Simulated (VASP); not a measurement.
# Ba3Bi2 (P-4m2) in VASP: further runs

The runs below take Ba3Bi2 through single point, relaxation of cell and atoms, with PBE.

Program: VASP 6.6.1. These are calculated values, not measurements. Logs are shortened: lines on timing, memory, paths and dates and some standing lists are left out, and cuts for length are marked.

## Step 1: The cell of the first run

It takes space group P-4m2 (No. 115, tetragonal). Conventional cell: a = 5.022 Å, b = 5.022 Å, c = 9.637 Å, α = 90.00°, β = 90.00°, γ = 90.00°. Within 4.8 Å of Ba (site symmetry 2mm) lie 5 Bi at 3.63 to 3.67 Å and 6 Ba at 4.28 to 4.47 Å. Ba (site symmetry -4m2) has 4 Bi at 3.58 Å and 4 Ba at 4.28 Å within 4.7 Å. Bi (site symmetry 2mm) has 7 Ba at 3.58 to 3.67 Å within 4.7 Å.

## Step 2: Single point, PBE

INCAR reads:

```
PREC = Accurate ; ENCUT = 520
EDIFF = 1E-7 ; ISMEAR = 0
SIGMA = 0.1 ; LREAL = False
LASPH = True ; NELM = 60
ALGO = Fast ; ISIF = 2
LWAVE = False ; LCHARG = False
GGA = PE ; NBANDS = 38
```

KPOINTS reads:

```
regular mesh
0
Gamma
  6 6 4
```

POSCAR reads:

```
Ba3Bi2
1.0
    5.0215976464      0.0000000000      0.0000000000
    0.0000000000      5.0215976464      0.0000000000
    0.0000000000      0.0000000000      9.6374203772
Ba Bi
3 2
Direct
    0.0000000000      0.5000000000      0.3591837806
    0.5000000000      0.0000000000      0.6408162194
    0.5000000000      0.5000000000      0.0000000000
    0.5000000000      0.0000000000      0.2643217390
    0.0000000000      0.5000000000      0.7356782610
```

Potentials or basis: VASP PAW PBE potentials, release 64 (Ba_sv, Bi_d).

Command:

```console
$ cat potpaw_PBE.64/Ba_sv/POTCAR potpaw_PBE.64/Bi_d/POTCAR > POTCAR
$ mpirun -np 1 vasp_std > vasp.out
```

OUTCAR:

```text
PREC = Accurate
   ENCUT = 520
   EDIFF = 1E-7
   ISMEAR = 0
   LREAL = False
   LASPH = True
   NELM = 60
   ISIF = 2
   GGA = PE

 ion  position               nearest neighbor table
   1  0.000  0.500  0.359-   5 3.63   4 3.67   4 3.67   4 3.67   4 3.67   3 4.28   3 4.28   2 4.47
                             2 4.47   2 4.47   2 4.47
   2  0.500  0.000  0.641-   4 3.63   5 3.67   5 3.67   5 3.67   5 3.67   3 4.28   3 4.28   1 4.47
                             1 4.47   1 4.47   1 4.47
   3  0.500  0.500  0.000-   4 3.58   5 3.58   4 3.58   5 3.58   2 4.28   1 4.28   1 4.28   2 4.28

   4  0.500  0.000  0.264-   3 3.58   3 3.58   2 3.63   1 3.67   1 3.67   1 3.67   1 3.67
   5  0.000  0.500  0.736-   3 3.58   3 3.58   1 3.63   2 3.67   2 3.67   2 3.67   2 3.67

  LATTYP: Found a simple tetragonal cell.
 ALAT       =     5.0215976464
 C/A-ratio  =     1.9191940605

  Lattice vectors:

 A1 = (   5.0215976464,   0.0000000000,   0.0000000000)
 A2 = (   0.0000000000,   5.0215976464,   0.0000000000)
 A3 = (   0.0000000000,   0.0000000000,   9.6374203772)

Analysis of symmetry for initial positions (statically):
=====================================================================
 Subroutine PRICEL returns:
 Original cell was already a primitive cell.

 Routine SETGRP: Setting up the symmetry group for a
 simple tetragonal supercell.

 Subroutine GETGRP returns: Found  8 space group operations
 (whereof  8 operations were pure point group operations)
 out of a pool of 16 trial point group operations.

The static configuration has the point symmetry D_2d.

Analysis of symmetry for dynamics (positions and initial velocities):
=====================================================================
 Subroutine PRICEL returns:
 Original cell was already a primitive cell.

 Routine SETGRP: Setting up the symmetry group for a
 simple tetragonal supercell.

 Subroutine GETGRP returns: Found  8 space group operations
 (whereof  8 operations were pure point group operations)
 out of a pool of 16 trial point group operations.

The dynamic configuration has the point symmetry D_2d.

 Subroutine INISYM returns: Found  8 space group operations
 (whereof  8 operations are pure point group operations),
 and found     1 'primitive' translations

----------------------------------------------------------------------------------------

                                     Primitive cell

  volume of cell :     243.0215

  direct lattice vectors                    reciprocal lattice vectors
     5.021597646  0.000000000  0.000000000     0.199139810  0.000000000  0.000000000
     0.000000000  5.021597646  0.000000000     0.000000000  0.199139810  0.000000000
     0.000000000  0.000000000  9.637420377     0.000000000  0.000000000  0.103762206

  length of vectors
     5.021597646  5.021597646  9.637420377     0.199139810  0.199139810  0.103762206

  position of ions in fractional coordinates (direct lattice)
     0.000000000  0.500000000  0.359183781
     0.500000000  0.000000000  0.640816219
     0.500000000  0.500000000  0.000000000
     0.500000000  0.000000000  0.264321739
     0.000000000  0.500000000  0.735678261

  ion indices of the primitive-cell ions
   primitive index   ion index
                 1           1
                 2           2
                 3           3
                 4           4
                 5           5

----------------------------------------------------------------------------------------

 KPOINTS: regular mesh

Automatic generation of k-mesh.
 Grid dimensions read from file:
 generate k-points for:    6    6    4

 Generating k-lattice:

  Cartesian coordinates                     Fractional coordinates (reciprocal lattice)
     0.033189968  0.000000000  0.000000000     0.166666667  0.000000000  0.000000000
     0.000000000  0.033189968  0.000000000     0.000000000  0.166666667  0.000000000
     0.000000000  0.000000000  0.025940552     0.000000000  0.000000000  0.250000000

  Length of vectors
     0.033189968  0.033189968  0.025940552

  Shift w.r.t. Gamma in fractional coordinates (k-lattice)
     0.000000000  0.000000000  0.000000000

 Subroutine IBZKPT returns following result:
 ===========================================

 Found     30 irreducible k-points:

 Following reciprocal coordinates:
            Coordinates               Weight
  0.000000  0.000000  0.000000      1.000000
  0.166667  0.000000  0.000000      4.000000
  0.333333  0.000000  0.000000      4.000000
  0.500000  0.000000  0.000000      2.000000
  0.166667  0.166667  0.000000      4.000000
  0.333333  0.166667  0.000000      8.000000
[... 16 lines left out ...]
  0.333333  0.000000  0.500000      4.000000
  0.500000  0.000000  0.500000      2.000000
 [... further k-points ...]
   k-points           NKPTS =     30   k-points in BZ     NKDIM =     30   number of bands    NBANDS=     38
   number of dos      NEDOS =    301   number of ions     NIONS =      5
   total plane-waves  NPLWV = 115200
   dimension x,y,z NGX =    40 NGY =   40 NGZ =   72
   dimension x,y,z NGXF=    80 NGYF=   80 NGZF=  144
   ions per type =               3   2
   NGX,Y,Z   is equivalent  to a cutoff of  13.24, 13.24, 12.42 a.u.
   NGXF,Y,Z  is equivalent  to a cutoff of  26.48, 26.48, 24.84 a.u.
 SYSTEM =  unknown system
   PREC   = accura    normal or accurate (medium, high low for compatibility)
   ISTART =      0    job   : 0-new  1-cont  2-samecut
   ICHARG =      2    charge: 1-file 2-atom 10-const
   ISPIN  =      1    spin polarized calculation?
   LNONCOLLINEAR =      F non collinear calculations
   LSORBIT =      F    spin-orbit coupling
   LASPH  =      T    aspherical Exc in radial PAW
   ENCUT  =  520.0 eV  38.22 Ry    6.18 a.u.   9.34  9.34 17.92*2*pi/ulx,y,z
   NELM   =     60;   NELMIN=  2; NELMDL= -5     # of ELM steps
   EDIFF  = 0.1E-06   stopping-criterion for ELM
   LREAL  =      F    real-space projection
   EDIFFG = 0.1E-05   stopping-criterion for IOM
   NSW    =      0    number of steps for IOM
   IBRION =     -1    ionic relax: 0-MD 1-quasi-New 2-CG
   NFREE  =      0    steps in history (QN), initial steepest desc. (CG)
   ISIF   =      2    stress and relaxation
   ISYM   =      2    0-nonsym 1-usesym 2-fastsym
   POTIM  = 0.5000    time-step for ionic-motion
   TEBEG  =    0.0;   TEEND  =   0.0 temperature during run
   PSTRESS=    0.0 pullay stress
   NELECT =      60.0000    total number of electrons
   NUPDOWN=      -1.0000    fix difference up-down
   EMIN   =  10.00;   EMAX   =-10.00  energy-range for DOS
   EFERMI =   0.00;   METHOD = LEGACY
   ISMEAR =     0;   SIGMA  =   0.10  broadening in eV -4-tet -1-fermi 0-gaus
   EFERMI_NEDOS =   21; number of points for ismear=-14 and -15
   IALGO  =     68    algorithm
   IMIX   =      4    mixing-type and parameters
     AMIX     =   0.40;   BMIX     =  1.00
     AMIX_MAG =   1.60;   BMIX_MAG =  1.00
  volume/ion in A,a.u.               =      48.60       328.00
  Fermi-wavevector in a.u.,A,eV,Ry     =   1.027016  1.940778 14.350895  1.054761
  Thomas-Fermi vector in A             =   2.160939
   LORBIT       =      0    0 simple, 1 ext, 2 COOP (PROOUT), +10 PAW based schemes
   GGA     = PE    functional components
   LHFCALC =     F    Hartree Fock is set to
   AEXX    =    0.0000 exact exchange contribution
   IVDW    =     0    specifies the selected vdW correction
   LEPSILON=     F    determine dielectric tensor
   LRPA    =     F    only Hartree local field effects (RPA)
 non-spin polarized calculation
 RMM-DIIS sequential band-by-band and
 Gauss-broadening in eV      SIGMA  =   0.10
  energy-cutoff  :      520.00
  volume of cell :      243.02
 maximum number of plane-waves:      6575
 NGX is ok and might be reduce to    40
   NGX = 19   NGY = 19   NGZ = 35

 number of electron      60.0000015 magnetization

 Free energy of the ion-electron system (eV)
  ---------------------------------------------------
  ext. energy  EPLUGINS =         0.00000000
  ---------------------------------------------------
  free energy    TOTEN  =       -17.87039512 eV

  energy without entropy =      -17.86900890  energy(sigma->0) =      -17.86970201

 E-fermi :   3.0046     XC(G=0):  -8.0309

 val. band max:        2.9769170160   @ k =   0.0000   0.0000   0.0000
 cond. band min:       3.1749988302   @ k =   0.0000   0.0000   0.0000
 fundamental gap:      0.1980818141
 Fermi energy:         3.0046246318

 k-point     1 :       0.0000    0.0000    0.0000
  band No.  band energies     occupation
      1     -25.7713      2.00000
      2     -25.5124      2.00000
      3     -25.4861      2.00000
      4     -18.6089      2.00000
      5     -18.6076      2.00000
      6     -18.6076      2.00000
[... 30 lines left out ...]
     37       5.0397      0.00000
     38       5.3348      0.00000

 k-point     2 :       0.1667    0.0000    0.0000
  band No.  band energies     occupation
      1     -25.7704      2.00000
      2     -25.5099      2.00000
      3     -25.4871      2.00000
      4     -18.6089      2.00000
      5     -18.6075      2.00000
      6     -18.6074      2.00000
[... 30 lines left out ...]
     37       5.2390      0.00000
     38       5.3577      0.00000

 k-point     3 :       0.3333    0.0000    0.0000
  band No.  band energies     occupation
      1     -25.7686      2.00000
      2     -25.5036      2.00000
      3     -25.4904      2.00000
      4     -18.6086      2.00000
      5     -18.6074      2.00000
      6     -18.6072      2.00000
[... 30 lines left out ...]
     37       5.3062      0.00000
     38       5.6183      0.00000

 k-point     4 :       0.5000    0.0000    0.0000
  band No.  band energies     occupation
      1     -25.7678      2.00000
      2     -25.4964      2.00000
      3     -25.4960      2.00000
      4     -18.6079      2.00000
      5     -18.6076      2.00000
      6     -18.6073      2.00000
[... 30 lines left out ...]
     37       5.8528      0.00000
     38       5.9600      0.00000
[... 703 lines left out ...]
      4     -18.6090      2.00000
      5     -18.6076      2.00000
      6     -18.6075      2.00000
[... 30 lines left out ...]
     37       5.4549      0.00000
     38       5.7011      0.00000

 k-point    23 :       0.3333    0.0000    0.5000
  band No.  band energies     occupation
      1     -25.7686      2.00000
      2     -25.5041      2.00000
      3     -25.4898      2.00000
      4     -18.6085      2.00000
      5     -18.6077      2.00000
      6     -18.6074      2.00000
[... 30 lines left out ...]
     37       5.5105      0.00000
     38       5.9729      0.00000

 k-point    24 :       0.5000    0.0000    0.5000
  band No.  band energies     occupation
      1     -25.7678      2.00000
      2     -25.4964      2.00000
      3     -25.4960      2.00000
      4     -18.6079      2.00000
      5     -18.6079      2.00000
      6     -18.6074      2.00000
[... 30 lines left out ...]
     37       5.8820      0.00000
     38       5.8936      0.00000

 [... further k-points ...]
[... 5 lines left out ...]
  --------------------------------------------------------------------------------------
  -------------------------------------------------------------------------------------
  Total        0.3072251      0.3072251      0.2606104      0.0000000      0.0000000      0.0000000
  in kB        2.0254549      2.0254549      1.7181369      0.0000000      0.0000000      0.0000000
  external PRESSURE =       1.9230156 kB  Pullay stress =       0.0000000 kB

 VOLUME and BASIS-vectors are now :
 -----------------------------------------------------------------------------
  energy-cutoff  :      520.00
  volume of cell :      243.02
      direct lattice vectors                 reciprocal lattice vectors
     5.021597646  0.000000000  0.000000000     0.199139810  0.000000000  0.000000000
     0.000000000  5.021597646  0.000000000     0.000000000  0.199139810  0.000000000
     0.000000000  0.000000000  9.637420377     0.000000000  0.000000000  0.103762206

 POSITION                                       TOTAL-FORCE (eV/Angst)
 -----------------------------------------------------------------------------------
      0.00000      2.51080      3.46161        -0.000000      0.000000     -0.000684
      2.51080      0.00000      6.17582         0.000000      0.000000      0.000684
      2.51080      2.51080      0.00000        -0.000000     -0.000000     -0.000000
      2.51080      0.00000      2.54738         0.000000      0.000000     -0.006761
      0.00000      2.51080      7.09004        -0.000000      0.000000      0.006761
 -----------------------------------------------------------------------------------
    total drift:                               -0.000000     -0.000000     -0.000000

  FREE ENERGIE OF THE ION-ELECTRON SYSTEM (eV)
  ---------------------------------------------------
  free  energy   TOTEN  =       -17.8703951158 eV

  energy  without entropy=      -17.8690089030  energy(sigma->0) =      -17.86970201
```

It took 4.8 min on 1 thread of Intel Xeon 6975P-C (Granite Rapids), shared host; peak memory 0.47 GiB.

Results:

```
Free energy   : -17.8704 eV
Pressure      : 0.2 GPa
Largest force : 0.007 eV/Å
```

Forces on the atoms (eV/Å):
```
Ba   0.000  0.000 -0.001
Ba   0.000  0.000  0.001
Ba   0.000  0.000  0.000
Bi   0.000  0.000 -0.007
Bi   0.000  0.000  0.007
```

Levels at points of the mesh, in eV from the Fermi level:
```csv
k point,band 26,band 27,band 28,band 29,band 30,band 31,band 32,band 33,band 34,band 35
"(0.00, 0.00, 0.00)",-1.34,-0.77,-0.77,-0.05,-0.05,-0.03,0.17,0.64,1.62,1.89
"(0.50, 0.00, 0.00)",-2.28,-1.38,-1.24,-1.21,-0.90,0.67,0.83,1.36,1.85,2.33
"(0.50, 0.50, 0.00)",-1.52,-1.31,-1.31,-1.22,-1.21,0.50,0.57,1.35,1.35,2.19
"(0.00, 0.00, 0.50)",-1.81,-0.62,-0.62,-0.22,-0.22,0.35,0.78,1.06,1.61,1.74
"(0.50, 0.00, 0.50)",-2.25,-1.33,-1.23,-1.16,-0.92,0.86,1.03,1.64,1.85,2.26
"(0.50, 0.50, 0.50)",-1.64,-1.21,-1.21,-1.09,-1.07,0.73,0.73,1.10,1.10,1.69
```

Caveat: spin-orbit coupling is left out, which moves the levels of the heavy elements.

(Continued in part 2 of 2.)
